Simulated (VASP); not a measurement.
Crystal: Pb.

```
CELL_PARAMETERS angstrom
0.00000 3.43900 3.43900
3.43900 0.00000 3.43900
3.43900 3.43900 0.00000
ATOMIC_POSITIONS crystal
Pb 0.25000 0.25000 0.25000
Pb 0.00000 0.00000 0.00000
```

| Quantity | Value |
| --- | --- |
| Program | VASP 6.6.1 |
| Task | relaxation of cell and atoms |
| Functional | PBE |
| Potentials or basis | VASP PAW PBE potentials, release 64 (Pb_d) |
| Cutoff | 600 eV |
| k mesh | 7 × 7 × 7 |
| Occupations | fermi-dirac, width 0.05 eV |
| Spin | no spin polarisation |

At the start: pressure 2.4 GPa; volume 40.67 Å³/atom.

Question: Where does the relaxation end?

Answer: Over 4 steps the energy falls by 22.6 meV/atom and the volume is 43.93 Å³/atom (+8.0 %); space group Fd-3m (No. 227, to 0.05 Å).

Step by step:
```
step  energy change (eV)  largest force (eV/Å)  pressure (GPa)  volume (Å³)
   1              0.0000                0.0000            2.39        81.34
   2             -0.0447                0.0000           -0.10        88.69
   3             -0.0452                0.0000           -0.12        88.21
   4             -0.0453                0.0000            0.02        87.85
```

Final structure:
```
CELL_PARAMETERS angstrom
0.00000 3.52835 3.52835
3.52835 0.00000 3.52835
3.52835 3.52835 0.00000
ATOMIC_POSITIONS crystal
Pb 0.25000 0.25000 0.25000
Pb 0.00000 0.00000 0.00000
```
